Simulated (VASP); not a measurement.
# V3Si (Pm-3n) in VASP: single point with PBE

Aim: the single point of V3Si with PBE.

All numbers are computed with VASP 6.6.1; they aren't measurements. Logs are shortened: lines on timing, memory, paths and dates and some standing lists are left out, and cuts for length are marked.

### Step 1. The cell of the first run

The structure is cubic, space group Pm-3n (No. 223). The conventional cell has a = 4.701 Å, b = 4.701 Å, c = 4.701 Å, α = 90.00°, β = 90.00°, γ = 90.00°. Within 3.5 Å of Si (site symmetry m-3) lie 12 V at 2.63 Å. V (site symmetry -4m2) has 10 V at 2.35 to 2.88 Å and 4 Si at 2.63 Å within 3.1 Å.

### Step 2. Single point, PBE

INCAR reads:

```
SYSTEM = V3Si
  PREC = Accurate
  ENCUT = 500
  EDIFF = 1E-6
  ISMEAR = 0
  SIGMA = 0.1
  LREAL = .FALSE.
  LASPH = .TRUE.
  NELM = 120
  ALGO = Normal
  ISIF = 2
  LWAVE = .FALSE.
  LCHARG = .FALSE.
  GGA = PE
  NBANDS = 53
  GGA_COMPAT = .FALSE.
```

KPOINTS reads:

```
Automatic mesh
0
G
  16 16 16
  0 0 0
```

POSCAR reads:

```
V3Si
1.0
    4.7011186999      0.0000000000      0.0000000000
    0.0000000000      4.7011186999      0.0000000000
    0.0000000000      0.0000000000      4.7011186999
Si V
2 6
Direct
    0.0000000000      0.0000000000      0.0000000000
    0.5000000000      0.5000000000      0.5000000000
    0.2500000000      0.0000000000      0.5000000000
    0.7500000000      0.0000000000      0.5000000000
    0.5000000000      0.2500000000      0.0000000000
    0.5000000000      0.7500000000      0.0000000000
    0.0000000000      0.5000000000      0.2500000000
    0.0000000000      0.5000000000      0.7500000000
```

Potentials or basis: VASP PAW PBE potentials, release 64 (Si, V_sv).

Started as:

```bash
$ cat potpaw_PBE.64/Si/POTCAR potpaw_PBE.64/V_sv/POTCAR > POTCAR
$ mpirun -np 1 vasp_std > vasp.out
```

OUTCAR:

```text
SYSTEM = V3Si
   PREC = Accurate
   ENCUT = 500
   EDIFF = 1E-6
   ISMEAR = 0
   LREAL = .FALSE.
   LASPH = .TRUE.
   NELM = 120
   ISIF = 2
   GGA = PE

 ion  position               nearest neighbor table
   1  0.000  0.000  0.000-   3 2.63   4 2.63   5 2.63   6 2.63   7 2.63   8 2.63   3 2.63   4 2.63
                             7 2.63   8 2.63   5 2.63   6 2.63
   2  0.500  0.500  0.500-   3 2.63   4 2.63   5 2.63   6 2.63   7 2.63   8 2.63   5 2.63   6 2.63
                             3 2.63   4 2.63   7 2.63   8 2.63
   3  0.250  0.000  0.500-   4 2.35   4 2.35   1 2.63   1 2.63   2 2.63   2 2.63   8 2.88   5 2.88
                             5 2.88   6 2.88   6 2.88   7 2.88   8 2.88   7 2.88
   4  0.750  0.000  0.500-   3 2.35   3 2.35   1 2.63   1 2.63   2 2.63   2 2.63   8 2.88   5 2.88
                             5 2.88   6 2.88   6 2.88   7 2.88   8 2.88   7 2.88
   5  0.500  0.250  0.000-   6 2.35   6 2.35   1 2.63   2 2.63   2 2.63   1 2.63   8 2.88   4 2.88
                             3 2.88   4 2.88   3 2.88   7 2.88   7 2.88   8 2.88
   6  0.500  0.750  0.000-   5 2.35   5 2.35   1 2.63   2 2.63   2 2.63   1 2.63   8 2.88   4 2.88
                             3 2.88   4 2.88   3 2.88   7 2.88   7 2.88   8 2.88
   7  0.000  0.500  0.250-   8 2.35   8 2.35   1 2.63   2 2.63   1 2.63   2 2.63   3 2.88   4 2.88
                             5 2.88   3 2.88   4 2.88   6 2.88   5 2.88   6 2.88
   8  0.000  0.500  0.750-   7 2.35   7 2.35   1 2.63   2 2.63   1 2.63   2 2.63   3 2.88   4 2.88
                             5 2.88   3 2.88   4 2.88   6 2.88   5 2.88   6 2.88

  LATTYP: Found a simple cubic cell.
 ALAT       =     4.7011186999

  Lattice vectors:

 A1 = (   4.7011186999,   0.0000000000,   0.0000000000)
 A2 = (   0.0000000000,   4.7011186999,   0.0000000000)
 A3 = (   0.0000000000,   0.0000000000,   4.7011186999)

Analysis of symmetry for initial positions (statically):
=====================================================================
 Subroutine PRICEL returns:
 Original cell was already a primitive cell.

 Routine SETGRP: Setting up the symmetry group for a
 simple cubic supercell.

 Subroutine GETGRP returns: Found 48 space group operations
 (whereof 24 operations were pure point group operations)
 out of a pool of 48 trial point group operations.

The static configuration has the point symmetry T_h .
 The point group associated with its full space group is O_h .

Analysis of symmetry for dynamics (positions and initial velocities):
=====================================================================
 Subroutine PRICEL returns:
 Original cell was already a primitive cell.

 Routine SETGRP: Setting up the symmetry group for a
 simple cubic supercell.

 Subroutine GETGRP returns: Found 48 space group operations
 (whereof 24 operations were pure point group operations)
 out of a pool of 48 trial point group operations.

The dynamic configuration has the point symmetry T_h .
 The point group associated with its full space group is O_h .

 Subroutine INISYM returns: Found 48 space group operations
 (whereof 24 operations are pure point group operations),
 and found     1 'primitive' translations

----------------------------------------------------------------------------------------

                                     Primitive cell

  volume of cell :     103.8972

  direct lattice vectors                    reciprocal lattice vectors
     4.701118700  0.000000000  0.000000000     0.212715327  0.000000000  0.000000000
     0.000000000  4.701118700  0.000000000     0.000000000  0.212715327  0.000000000
     0.000000000  0.000000000  4.701118700     0.000000000  0.000000000  0.212715327

  length of vectors
     4.701118700  4.701118700  4.701118700     0.212715327  0.212715327  0.212715327

  position of ions in fractional coordinates (direct lattice)
     0.000000000  0.000000000  0.000000000
     0.500000000  0.500000000  0.500000000
     0.250000000  0.000000000  0.500000000
     0.750000000  0.000000000  0.500000000
     0.500000000  0.250000000  0.000000000
     0.500000000  0.750000000  0.000000000
     0.000000000  0.500000000  0.250000000
     0.000000000  0.500000000  0.750000000

  ion indices of the primitive-cell ions
   primitive index   ion index
                 1           1
                 2           2
                 3           3
                 4           4
                 5           5
                 6           6
                 7           7
                 8           8

----------------------------------------------------------------------------------------

 KPOINTS: Automatic mesh

Automatic generation of k-mesh.
 Grid dimensions read from file:
 generate k-points for:   16   16   16

 Generating k-lattice:

  Cartesian coordinates                     Fractional coordinates (reciprocal lattice)
     0.013294708  0.000000000  0.000000000     0.062500000  0.000000000  0.000000000
     0.000000000  0.013294708  0.000000000     0.000000000  0.062500000  0.000000000
     0.000000000  0.000000000  0.013294708     0.000000000  0.000000000  0.062500000

  Length of vectors
     0.013294708  0.013294708  0.013294708

  Shift w.r.t. Gamma in fractional coordinates (k-lattice)
     0.000000000  0.000000000  0.000000000

 Subroutine IBZKPT returns following result:
 ===========================================

 Found    165 irreducible k-points:

 Following reciprocal coordinates:
            Coordinates               Weight
  0.000000  0.000000  0.000000      1.000000
  0.062500  0.000000  0.000000      6.000000
  0.125000  0.000000  0.000000      6.000000
  0.187500  0.000000  0.000000      6.000000
  0.250000  0.000000  0.000000      6.000000
  0.312500  0.000000  0.000000      6.000000
[... 16 lines left out ...]
  0.437500  0.125000  0.000000     24.000000
  0.500000  0.125000  0.000000     12.000000
 [... further k-points ...]
   k-points           NKPTS =    165   k-points in BZ     NKDIM =    165   number of bands    NBANDS=     53
   number of dos      NEDOS =    301   number of ions     NIONS =      8
   total plane-waves  NPLWV =  46656
   dimension x,y,z NGX =    36 NGY =   36 NGZ =   36
   dimension x,y,z NGXF=    72 NGYF=   72 NGZF=   72
   ions per type =               2   6
   NGX,Y,Z   is equivalent  to a cutoff of  12.73, 12.73, 12.73 a.u.
   NGXF,Y,Z  is equivalent  to a cutoff of  25.46, 25.46, 25.46 a.u.
 SYSTEM =  V3Si
   PREC   = accura    normal or accurate (medium, high low for compatibility)
   ISTART =      0    job   : 0-new  1-cont  2-samecut
   ICHARG =      2    charge: 1-file 2-atom 10-const
   ISPIN  =      1    spin polarized calculation?
   LNONCOLLINEAR =      F non collinear calculations
   LSORBIT =      F    spin-orbit coupling
   LASPH  =      T    aspherical Exc in radial PAW
   ENCUT  =  500.0 eV  36.75 Ry    6.06 a.u.   8.57  8.57  8.57*2*pi/ulx,y,z
   NELM   =    120;   NELMIN=  2; NELMDL= -5     # of ELM steps
   EDIFF  = 0.1E-05   stopping-criterion for ELM
   LREAL  =      F    real-space projection
   EDIFFG = 0.1E-04   stopping-criterion for IOM
   NSW    =      0    number of steps for IOM
   IBRION =     -1    ionic relax: 0-MD 1-quasi-New 2-CG
   NFREE  =      0    steps in history (QN), initial steepest desc. (CG)
   ISIF   =      2    stress and relaxation
   ISYM   =      2    0-nonsym 1-usesym 2-fastsym
   POTIM  = 0.5000    time-step for ionic-motion
   TEBEG  =    0.0;   TEEND  =   0.0 temperature during run
   PSTRESS=    0.0 pullay stress
   NELECT =      86.0000    total number of electrons
   NUPDOWN=      -1.0000    fix difference up-down
   EMIN   =  10.00;   EMAX   =-10.00  energy-range for DOS
   EFERMI =   0.00;   METHOD = LEGACY
   ISMEAR =     0;   SIGMA  =   0.10  broadening in eV -4-tet -1-fermi 0-gaus
   EFERMI_NEDOS =   21; number of points for ismear=-14 and -15
   IALGO  =     38    algorithm
   IMIX   =      4    mixing-type and parameters
     AMIX     =   0.40;   BMIX     =  1.00
     AMIX_MAG =   1.60;   BMIX_MAG =  1.00
  volume/ion in A,a.u.               =      12.99        87.64
  Fermi-wavevector in a.u.,A,eV,Ry     =   1.537115  2.904727 32.146802  2.362723
  Thomas-Fermi vector in A             =   2.643669
   LORBIT       =      0    0 simple, 1 ext, 2 COOP (PROOUT), +10 PAW based schemes
   GGA     = PE    functional components
   LHFCALC =     F    Hartree Fock is set to
   AEXX    =    0.0000 exact exchange contribution
   IVDW    =     0    specifies the selected vdW correction
   LEPSILON=     F    determine dielectric tensor
   LRPA    =     F    only Hartree local field effects (RPA)
 non-spin polarized calculation
 Gauss-broadening in eV      SIGMA  =   0.10
  energy-cutoff  :      500.00
  volume of cell :      103.90
 maximum number of plane-waves:      2666
 NGX is ok and might be reduce to    36
   NGX = 17   NGY = 17   NGZ = 17

 number of electron      86.0000084 magnetization

 Free energy of the ion-electron system (eV)
  ---------------------------------------------------
  ext. energy  EPLUGINS =         0.00000000
  ---------------------------------------------------
  free energy    TOTEN  =       -68.55378561 eV

  energy without entropy =      -68.47720819  energy(sigma->0) =      -68.51549690

 E-fermi :  10.3234     XC(G=0): -12.7224

 val. band max:       10.3231488450   @ k =   0.4375   0.4375   0.3125
 cond. band min:      10.3241369641   @ k =   0.0625   0.0000   0.0000
 fundamental gap:      0.0009881190
 Fermi energy:        10.3234279293

 k-point     1 :       0.0000    0.0000    0.0000
  band No.  band energies     occupation
      1     -53.4665      2.00000
      2     -53.3896      2.00000
      3     -53.3896      2.00000
      4     -53.1748      2.00000
      5     -53.1748      2.00000
      6     -53.1748      2.00000
[... 45 lines left out ...]
     52      13.1878      0.00000
     53      13.1878      0.00000

 k-point     2 :       0.0625    0.0000    0.0000
  band No.  band energies     occupation
      1     -53.4653      2.00000
      2     -53.3902      2.00000
      3     -53.3881      2.00000
      4     -53.1772      2.00000
      5     -53.1748      2.00000
      6     -53.1748      2.00000
[... 45 lines left out ...]
     52      13.1748      0.00000
     53      13.1882      0.00000

 k-point     3 :       0.1250    0.0000    0.0000
  band No.  band energies     occupation
      1     -53.4618      2.00000
      2     -53.3918      2.00000
      3     -53.3835      2.00000
      4     -53.1840      2.00000
      5     -53.1749      2.00000
      6     -53.1749      2.00000
[... 45 lines left out ...]
     52      13.1285      0.00000
     53      13.1638      0.00000
[... 1065 lines left out ...]
 k-point    23 :       0.4375    0.1250    0.0000
  band No.  band energies     occupation
      1     -53.4238      2.00000
      2     -53.4084      2.00000
      3     -53.3130      2.00000
      4     -53.2696      2.00000
      5     -53.1840      2.00000
      6     -53.1749      2.00000
[... 45 lines left out ...]
     52      12.6884      0.00000
     53      12.9518      0.00000

 k-point    24 :       0.5000    0.1250    0.0000
  band No.  band energies     occupation
      1     -53.4199      2.00000
      2     -53.4119      2.00000
      3     -53.2920      2.00000
      4     -53.2912      2.00000
      5     -53.1840      2.00000
      6     -53.1749      2.00000
[... 45 lines left out ...]
     52      12.6606      0.00000
     53      13.0138      0.00000

 [... further k-points ...]

------------------------ aborting loop because EDIFF is reached ----------------------------------------

  FORCE on cell =-STRESS in cart. coord.  units (eV):
  Direction    XX          YY          ZZ          XY          YZ          ZX
  --------------------------------------------------------------------------------------
  -------------------------------------------------------------------------------------
  Total        0.0798606      0.0798606      0.0798606     -0.0000000     -0.0000000     -0.0000000
  in kB        1.2315151      1.2315151      1.2315151     -0.0000000     -0.0000000     -0.0000000
  external PRESSURE =       1.2315151 kB  Pullay stress =       0.0000000 kB

 VOLUME and BASIS-vectors are now :
 -----------------------------------------------------------------------------
  energy-cutoff  :      500.00
  volume of cell :      103.90
      direct lattice vectors                 reciprocal lattice vectors
     4.701118700  0.000000000  0.000000000     0.212715327  0.000000000  0.000000000
     0.000000000  4.701118700  0.000000000     0.000000000  0.212715327  0.000000000
     0.000000000  0.000000000  4.701118700     0.000000000  0.000000000  0.212715327

 POSITION                                       TOTAL-FORCE (eV/Angst)
 -----------------------------------------------------------------------------------
      0.00000      0.00000      0.00000        -0.000000      0.000000     -0.000000
      2.35056      2.35056      2.35056        -0.000000      0.000000     -0.000000
      1.17528      0.00000      2.35056        -0.000000     -0.000000      0.000000
      3.52584      0.00000      2.35056         0.000000      0.000000     -0.000000
      2.35056      1.17528      0.00000        -0.000000     -0.000000     -0.000000
      2.35056      3.52584      0.00000         0.000000      0.000000      0.000000
      0.00000      2.35056      1.17528         0.000000      0.000000      0.000000
      0.00000      2.35056      3.52584        -0.000000     -0.000000     -0.000000
 -----------------------------------------------------------------------------------
    total drift:                                0.000000      0.000000     -0.000000

  FREE ENERGIE OF THE ION-ELECTRON SYSTEM (eV)
  ---------------------------------------------------
  free  energy   TOTEN  =       -68.5537856056 eV

  energy  without entropy=      -68.4772081934  energy(sigma->0) =      -68.51549690
```

It took 6.9 min on 1 thread of Intel Xeon 6975P-C (Granite Rapids), shared host; peak memory 0.64 GiB.

What came out:

- Free energy: -68.5538 eV
- Pressure: 0.1 GPa
- Band gap on the k mesh: zero (bands 43 and 44 overlap by 0.81 eV)

Levels at points of the mesh, in eV from the Fermi level:
```csv
k point,band 40,band 41,band 42,band 43,band 44,band 45,band 46,band 47
"(0.00, 0.00, 0.00)",-0.59,-0.59,-0.59,-0.01,-0.01,2.01,2.01,2.01
"(0.50, 0.00, 0.00)",-0.81,-0.68,-0.68,-0.44,-0.44,1.25,1.25,1.86
"(0.50, 0.50, 0.00)",-0.08,0.01,0.38,0.38,0.44,0.44,0.48,0.70
"(0.50, 0.50, 0.50)",-0.05,-0.05,-0.05,0.06,0.06,0.06,0.06,0.06
```
